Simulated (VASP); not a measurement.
# Ge (I4_1/amd) in VASP: further runs

Ge is run at these levels: BLYP+D3(BJ), LDA; tasks: single point, relaxation of cell and atoms.

Everything below comes from runs of VASP 6.6.1. Logs are shortened: lines on timing, memory, paths and dates and some standing lists are left out, and cuts for length are marked.

### 1 The cell of the first run

The structure is tetragonal, space group I4_1/amd (No. 141). The conventional cell has a = 5.180 Å, b = 5.180 Å, c = 2.859 Å, α = 90.00°, β = 90.00°, γ = 90.00°. Ge (site symmetry -4m2) has 10 Ge at 2.69 to 3.36 Å within 3.5 Å.

### 2 Single point, BLYP+D3(BJ)

INCAR

```
SYSTEM = Ge
PREC = Accurate ; ENCUT = 520
EDIFF = 1E-6 ; ISMEAR = 1
SIGMA = 0.1 ; LREAL = .False.
LASPH = .True. ; NELM = 100
ALGO = Normal ; ISIF = 2
LWAVE = .False. ; LCHARG = .False.
GGA = B5 ; ALDAX = 1.0
AGGAX = 1.0 ; AGGAC = 1.0
ALDAC = 0.0 ; IVDW = 12
VDW_S6 = 1.0 ; VDW_S8 = 2.6996
VDW_A1 = 0.4298 ; VDW_A2 = 4.2359
NBANDS = 21
```

KPOINTS

```
regular mesh
0
Gamma
  12 12 12
  0 0 0
```

POSCAR

```
Ge
1.0
   -2.5899913418      2.5899913418      1.4295195010
    2.5899913418     -2.5899913418      1.4295195010
    2.5899913418      2.5899913418     -1.4295195010
Ge
2
Direct
    0.2500000000      0.7500000000      0.5000000000
    0.5000000000      0.5000000000      0.0000000000
```

Potentials or basis: VASP PAW PBE potentials, release 64 (Ge_d).

On the command line:

```
$ cat potpaw_PBE.64/Ge_d/POTCAR > POTCAR
$ mpirun -np 1 vasp_std > vasp.out
```

OUTCAR:

```text
SYSTEM = Ge
   PREC = Accurate
   ENCUT = 520
   EDIFF = 1E-6
   ISMEAR = 1
   LREAL = .False.
   LASPH = .True.
   NELM = 100
   ISIF = 2
   GGA = B5
   IVDW = 12
 IVDW          = 12

 ion  position               nearest neighbor table
   1  0.250  0.750  0.500-   2 2.69   2 2.69   2 2.69   2 2.69
   2  0.500  0.500  0.000-   1 2.69   1 2.69   1 2.69   1 2.69

  LATTYP: Found a body centered tetragonal cell.
 ALAT       =     5.1799826836
 C/A-ratio  =     0.5519398764

  Lattice vectors:

 A1 = (  -2.5899913418,   2.5899913418,   1.4295195010)
 A2 = (   2.5899913418,  -2.5899913418,   1.4295195010)
 A3 = (   2.5899913418,   2.5899913418,  -1.4295195010)

Analysis of symmetry for initial positions (statically):
=====================================================================
 Subroutine PRICEL returns:
 Original cell was already a primitive cell.

 Routine SETGRP: Setting up the symmetry group for a
 body centered tetragonal supercell.

 Subroutine GETGRP returns: Found 16 space group operations
 (whereof  8 operations were pure point group operations)
 out of a pool of 16 trial point group operations.

The static configuration has the point symmetry D_2d.
 The point group associated with its full space group is D_4h.

Analysis of symmetry for dynamics (positions and initial velocities):
=====================================================================
 Subroutine PRICEL returns:
 Original cell was already a primitive cell.

 Routine SETGRP: Setting up the symmetry group for a
 body centered tetragonal supercell.

 Subroutine GETGRP returns: Found 16 space group operations
 (whereof  8 operations were pure point group operations)
 out of a pool of 16 trial point group operations.

The dynamic configuration has the point symmetry D_2d.
 The point group associated with its full space group is D_4h.

 Subroutine INISYM returns: Found 16 space group operations
 (whereof  8 operations are pure point group operations),
 and found     1 'primitive' translations

----------------------------------------------------------------------------------------

                                     Primitive cell

  volume of cell :      38.3572

[... 80 lines left out ...]
   ISTART =      0    job   : 0-new  1-cont  2-samecut
   ICHARG =      2    charge: 1-file 2-atom 10-const
   ISPIN  =      1    spin polarized calculation?
   LNONCOLLINEAR =      F non collinear calculations
   LSORBIT =      F    spin-orbit coupling
   LASPH  =      T    aspherical Exc in radial PAW
   ENCUT  =  520.0 eV  38.22 Ry    6.18 a.u.   7.31  7.31  7.31*2*pi/ulx,y,z
   NELM   =    100;   NELMIN=  2; NELMDL= -5     # of ELM steps
   EDIFF  = 0.1E-05   stopping-criterion for ELM
   LREAL  =      F    real-space projection
   EDIFFG = 0.1E-04   stopping-criterion for IOM
   NSW    =      0    number of steps for IOM
   IBRION =     -1    ionic relax: 0-MD 1-quasi-New 2-CG
   NFREE  =      0    steps in history (QN), initial steepest desc. (CG)
   ISIF   =      2    stress and relaxation
   ISYM   =      2    0-nonsym 1-usesym 2-fastsym
   POTIM  = 0.5000    time-step for ionic-motion
   TEBEG  =    0.0;   TEEND  =   0.0 temperature during run
   PSTRESS=    0.0 pullay stress
   NELECT =      28.0000    total number of electrons
   NUPDOWN=      -1.0000    fix difference up-down
   EMIN   =  10.00;   EMAX   =-10.00  energy-range for DOS
   EFERMI =   0.00;   METHOD = LEGACY
   ISMEAR =     1;   SIGMA  =   0.10  broadening in eV -4-tet -1-fermi 0-gaus
   EFERMI_NEDOS =   21; number of points for ismear=-14 and -15
   IALGO  =     38    algorithm
   IMIX   =      4    mixing-type and parameters
     AMIX     =   0.40;   BMIX     =  1.00
     AMIX_MAG =   1.60;   BMIX_MAG =  1.00
  volume/ion in A,a.u.               =      19.18       129.42
  Fermi-wavevector in a.u.,A,eV,Ry     =   1.474049  2.785549 29.563020  2.172821
  Thomas-Fermi vector in A             =   2.588868
   LORBIT       =      0    0 simple, 1 ext, 2 COOP (PROOUT), +10 PAW based schemes
   GGA     = B5    functional components
   LHFCALC =     F    Hartree Fock is set to
   AEXX    =    0.0000 exact exchange contribution
   IVDW    =    12    specifies the selected vdW correction
   LEPSILON=     F    determine dielectric tensor
   LRPA    =     F    only Hartree local field effects (RPA)
 non-spin polarized calculation
 Methfessel and Paxton  Order N= 1 SIGMA  =   0.10
  energy-cutoff  :      520.00
  volume of cell :       38.36
 maximum number of plane-waves:      1053
 NGX is ok and might be reduce to    30
   NGX = 15   NGY = 15   NGZ = 15

 number of electron      28.0000018 magnetization

 Free energy of the ion-electron system (eV)
  ---------------------------------------------------
  ext. energy  EPLUGINS =         0.00000000
  ---------------------------------------------------
  free energy    TOTEN  =        -6.84119409 eV

  energy without entropy =       -6.84100034  energy(sigma->0) =       -6.84112950

 E-fermi :   6.8493     XC(G=0): -10.5253

 val. band max:        6.8082437774   @ k =   0.3333   0.1667   0.0000
 cond. band min:       6.8704326914   @ k =   0.4167   0.0833   0.0833
 fundamental gap:      0.0621889140
 Fermi energy:         6.8492574572

 k-point     1 :       0.0000    0.0000    0.0000
  band No.  band energies     occupation
      1     -17.8449      2.00000
      2     -17.7969      2.00000
      3     -17.7698      2.00000
      4     -17.7658      2.00000
      5     -17.6796      2.00000
      6     -17.6796      2.00000
[... 565 lines left out ...]
     20      17.3478      0.00000
     21      17.8138      0.00000

 [... further k-points ...]

------------------------ aborting loop because EDIFF is reached ----------------------------------------

 Edisp (eV)   -1.60162

 E8    (eV) :    -1.1880

  FORCE on cell =-STRESS in cart. coord.  units (eV):
  Direction    XX          YY          ZZ          XY          YZ          ZX
  --------------------------------------------------------------------------------------
  -------------------------------------------------------------------------------------
  Total      -0.01309    -0.01309     0.00367     0.00000     0.00000     0.00000
  in kB      -0.54678    -0.54678     0.15331     0.00000     0.00000     0.00000
  external pressure =       -0.31 kB  Pullay stress =        0.00 kB

 VOLUME and BASIS-vectors are now :
 -----------------------------------------------------------------------------
  energy-cutoff  :      520.00
  volume of cell :       38.36
      direct lattice vectors                 reciprocal lattice vectors
    -2.589991342  2.589991342  1.429519501     0.000000000  0.193050838  0.349767876
     2.589991342 -2.589991342  1.429519501     0.193050838  0.000000000  0.349767876
     2.589991342  2.589991342 -1.429519501     0.193050838  0.193050838  0.000000000

 POSITION                                       TOTAL-FORCE (eV/Angst)
 -----------------------------------------------------------------------------------
      2.58999     -0.00000      0.71476        -0.000000      0.000000     -0.000000
      0.00000      0.00000      1.42952         0.000000     -0.000000      0.000000
 -----------------------------------------------------------------------------------
    total drift:                                0.000000     -0.000000      0.000000

  FREE ENERGIE OF THE ION-ELECTRON SYSTEM (eV)
  ---------------------------------------------------
  free  energy   TOTEN  =        -8.4428095402 eV

  energy  without entropy=       -8.4426157900  energy(sigma->0) =       -8.44274496
```

OSZICAR:

```text
N       E                     dE             d eps       ncg     rms          rms(c)
DAV:   1     0.181858780226E+03    0.18186E+03   -0.14208E+04  7819   0.382E+03
DAV:   2     0.181101196770E+02   -0.16375E+03   -0.15886E+03  6881   0.600E+02
DAV:   3    -0.610785040528E+01   -0.24218E+02   -0.24028E+02  7858   0.136E+02
DAV:   4    -0.681821432959E+01   -0.71036E+00   -0.70990E+00  7614   0.271E+01
DAV:   5    -0.682936439381E+01   -0.11150E-01   -0.11150E-01  7824   0.373E+00    0.172E+00
DAV:   6    -0.683445452677E+01   -0.50901E-02   -0.15108E-02  9208   0.197E+00    0.101E+00
DAV:   7    -0.684094330662E+01   -0.64888E-02   -0.13853E-02  9168   0.167E+00    0.108E-01
DAV:   8    -0.684118182675E+01   -0.23852E-03   -0.21964E-03  8888   0.781E-01    0.340E-02
DAV:   9    -0.684119642308E+01   -0.14596E-04   -0.76500E-05  7996   0.107E-01    0.119E-02
DAV:  10    -0.684119420589E+01    0.22172E-05   -0.97345E-06  8946   0.501E-02    0.298E-03
DAV:  11    -0.684119408626E+01    0.11964E-06   -0.64869E-07  4991   0.113E-02
   1 F= -.84428095E+01 E0= -.84427450E+01  d E =-.193750E-03
```

stdout:

```text
POSCAR found type information on POSCAR Ge
 POSCAR found :  1 types and       2 ions
 scaLAPACK will be used
 -----------------------------------------------------------------------------
|                                                                             |
|                                                                             |
|     You enforced a specific xc type in the INCAR file but a different       |
|     I HOPE YOU KNOW WHAT YOU ARE DOING!                                     |
|                                                                             |
 -----------------------------------------------------------------------------

 LDA part: xc-table for (Slater(with rela. corr.)+VWN5), standard interpolation
 POSCAR, INCAR and KPOINTS ok, starting setup
 FFT: planning ... GRIDC
 FFT: planning ... GRID_SOFT
 FFT: planning ... GRID
 WAVECAR not read
 entering main loop
```

Wall time 2 min (1 thread of Intel Xeon Platinum 8488C (Sapphire Rapids), shared host); peak memory 0.25 GiB.

What came out:

```yaml
Free_energy: -8.4428 eV
Pressure: 0.0 GPa
Band_gap_on_the_k_mesh: zero (bands 14 and 15 overlap by 4.87 eV)
Dispersion_energy_per_atom: -0.801 eV
```

Caveat: the PAW data sets were made with another functional, which shifts forces and pressure a little.

### 3 Relaxation of cell and atoms, LDA

This run uses another cell than the first one, of 18.52 Å³/atom.

INCAR

```
ALGO = Normal
EDIFF = 1E-6
EDIFFG = -0.03
ENCUT = 600
GGA = CA
IBRION = 2
ISIF = 3
ISMEAR = 1
LASPH = True
LCHARG = False
LREAL = False
LWAVE = False
NELM = 80
NSW = 100
PREC = Accurate
SIGMA = 0.1
```

KPOINTS

```
k-points
0
Gamma
  12 12 12
```

POSCAR

```
Ge
1.0
   -2.5744900000      2.5744900000      1.3974130000
    2.5744900000     -2.5744900000      1.3974130000
    2.5744900000      2.5744900000     -1.3974130000
Ge
2
Direct
    0.2500000000      0.7500000000      0.5000000000
    0.5000000000      0.5000000000      0.0000000000
```

Potentials or basis: VASP PAW LDA potentials, release 64 (Ge_d).

On the command line:

```
$ cat potpaw_LDA.64/Ge_d/POTCAR > POTCAR
$ mpirun -np 1 vasp_std > vasp.out
```

Wall time 4.3 min (1 thread of Intel Xeon Platinum 8488C (Sapphire Rapids), shared host); peak memory 0.24 GiB.

It converged, with:

```
Free energy                           : -10.0313 eV
Relaxed volume                        : 17.92 Å³/atom
Relaxed cell                          : a = 3.850 Å, b = 3.850 Å, c = 3.850 Å, α = 97.49°, β = 97.49°, γ = 137.67°
Space group after relaxing (to 0.1 Å) : I4_1/amd (No. 141)
Energy gained by relaxing             : 5.2 meV/atom
Ionic steps                           : 6
Pressure after relaxing               : 0.1 GPa
Band gap on the k mesh                : zero (bands 14 and 15 overlap by 5.32 eV)
```

The path:
```csv
step,energy change (eV),largest force (eV/Å),pressure (GPa),volume (Å³)
1,0.0000,0.0000,-2.68,37.05
2,-0.0087,0.0000,0.82,35.41
3,-0.0102,0.0000,0.03,35.85
4,-0.0102,0.0000,0.14,35.83
5,-0.0104,0.0000,0.22,35.84
6,-0.0104,0.0000,0.15,35.84
```

Final structure:
```
Ge
1.0
    -2.53894    2.53894    1.39008
     2.53894   -2.53894    1.39008
     2.53894    2.53894   -1.39008
Ge
2
Direct
  0.25000 0.75000 0.50000
  0.50000 0.50000 0.00000
```

Levels at points of the mesh, in eV from the Fermi level:
```csv
k point,band 12,band 13,band 14,band 15,band 16,band 17
"(0.00, 0.00, 0.00)",-3.94,-2.38,-2.38,3.33,7.82,7.82
"(0.50, 0.00, 0.00)",-6.57,-2.63,-2.05,-1.45,2.47,3.65
"(0.50, 0.50, 0.00)",-10.76,0.65,0.65,2.06,2.06,7.50
"(0.50, 0.50, 0.50)",-8.97,-6.09,-6.09,6.08,6.08,11.38
```

### 4 Relaxation of cell and atoms, BLYP+D3(BJ)

This run uses another cell than the first one, of 18.52 Å³/atom.

INCAR

```
SYSTEM = Ge
PREC     = Accurate       ! precision mode
ENCUT    = 600            ! plane-wave cutoff, eV
EDIFF    = 1E-7           ! SCF threshold, eV
ISMEAR   = 1              ! smearing method
SIGMA    = 0.1            ! smearing width, eV
LREAL    = .FALSE.        ! projectors in reciprocal space
LASPH    = .TRUE.         ! aspherical terms in the spheres
NELM     = 60             ! most SCF steps
ALGO     = Normal         ! electronic algorithm
ISIF     = 3              ! what is computed and relaxed
LWAVE    = .FALSE.        ! write WAVECAR
LCHARG   = .FALSE.        ! write CHGCAR
GGA      = B5             ! functional
ALDAX    = 1.0          
AGGAX    = 1.0          
AGGAC    = 1.0          
ALDAC    = 0.0          
IVDW     = 12             ! dispersion correction
VDW_S6   = 1.0          
VDW_S8   = 2.6996       
VDW_A1   = 0.4298       
VDW_A2   = 4.2359       
IBRION   = 2              ! ionic algorithm
NSW      = 100            ! ionic steps
EDIFFG   = -0.03          ! ionic threshold
```

KPOINTS

```
Automatic mesh
0
G
  12 12 12
  0 0 0
```

POSCAR is that of step 3.

Potentials or basis: VASP PAW PBE potentials, release 64 (Ge_d).

On the command line:

```
$ cat potpaw_PBE.64/Ge_d/POTCAR > POTCAR
$ mpirun -np 1 vasp_std > vasp.out
```

Run time: 6.6 min. Hardware: 1 thread of Intel Xeon Platinum 8488C (Sapphire Rapids), shared host; peak memory 0.27 GiB.

It converged, with:

```yaml
Free_energy: -8.4426 eV
Relaxed_volume: 19.21 Å³/atom
Relaxed_cell: a = 3.935 Å, b = 3.935 Å, c = 3.935 Å, α = 97.58°, β = 97.58°, γ = 137.40°
Space_group_after_relaxing_to_0.1_Å: I4_1/amd (No. 141)
Energy_gained_by_relaxing: 6.0 meV/atom
Ionic_steps: 6
Pressure_after_relaxing: 0.0 GPa
Band_gap_on_the_k_mesh: zero (bands 14 and 15 overlap by 4.85 eV)
Dispersion_energy_per_atom: -0.800 eV
```

Stress tensor (GPa, compression positive):
```
-0.06  0.00  0.00
 0.00 -0.06  0.00
 0.00  0.00  0.08
```

The path:
| step | energy change (eV) | largest force (eV/Å) | pressure (GPa) | volume (Å³) |
| --- | --- | --- | --- | --- |
| 1 | 0.0000 | 0.0000 | 2.48 | 37.05 |
| 2 | -0.0109 | 0.0000 | -0.31 | 38.61 |
| 3 | -0.0110 | 0.0000 | -0.18 | 38.47 |
| 4 | -0.0110 | 0.0000 | -0.01 | 38.43 |
| 5 | -0.0117 | 0.0000 | -0.06 | 38.42 |
| 6 | -0.0120 | 0.0000 | -0.02 | 38.41 |

Final structure:
```yaml
crystal:
  lattice:
    - [-2.59213, 2.59213, 1.42926]
    - [2.59213, -2.59213, 1.42926]
    - [2.59213, 2.59213, -1.42926]
  atoms:
    - { symbol: Ge, position: [0.25000, 0.75000, 0.50000] }
    - { symbol: Ge, position: [0.50000, 0.50000, 0.00000] }
```

Levels at points of the mesh, in eV from the Fermi level:
```tsv
k point	band 10	band 11	band 12	band 13	band 14	band 15	band 16	band 17	band 18
(0.00, 0.00, 0.00)	-24.40	-12.96	-4.19	-2.13	-2.13	3.90	7.37	7.37	7.44
(0.50, 0.00, 0.00)	-24.44	-8.16	-6.28	-2.68	-1.83	-1.32	2.82	3.42	5.33
(0.50, 0.50, 0.00)	-24.48	-10.30	-10.30	0.72	0.72	2.04	2.04	6.96	6.96
(0.50, 0.50, 0.50)	-24.52	-8.76	-8.76	-5.48	-5.48	5.68	5.68	10.57	10.57
```

Caveat: the PAW data sets were made with another functional, which shifts forces and pressure a little.

### 5 The runs side by side

```tsv
task	level	potentials or basis	cell	cutoff (eV)	gap on the mesh (eV)	pressure (GPa)	relaxed volume (Å³/atom)
single point	BLYP+D3(BJ)	VASP PAW PBE potentials, release 64 (Ge_d)	a = 3.932 Å, angles 97.6, 97.6, 137.4°, 2 atoms	520	none	0.0	-
relaxation of cell and atoms	LDA	VASP PAW LDA potentials, release 64 (Ge_d)	relaxed from a = 3.900 Å, angles 97.4, 97.4, 138.0°, 2 atoms	600	none	0.1	17.92
relaxation of cell and atoms	BLYP+D3(BJ)	VASP PAW PBE potentials, release 64 (Ge_d)	relaxed from a = 3.900 Å, angles 97.4, 97.4, 138.0°, 2 atoms	600	none	0.0	19.21
```

Alike in all rows: no spin polarisation; k mesh 12 × 12 × 12; smearing methfessel-paxton 0.1 eV.

Caveats: the PAW data sets were made with another functional, which shifts forces and pressure a little (at least some runs).

Total energies depend on the potentials used, so only differences within one code and one set of settings carry meaning.

The gap in the log of VASP goes by the Fermi energy; the results here count the filled bands.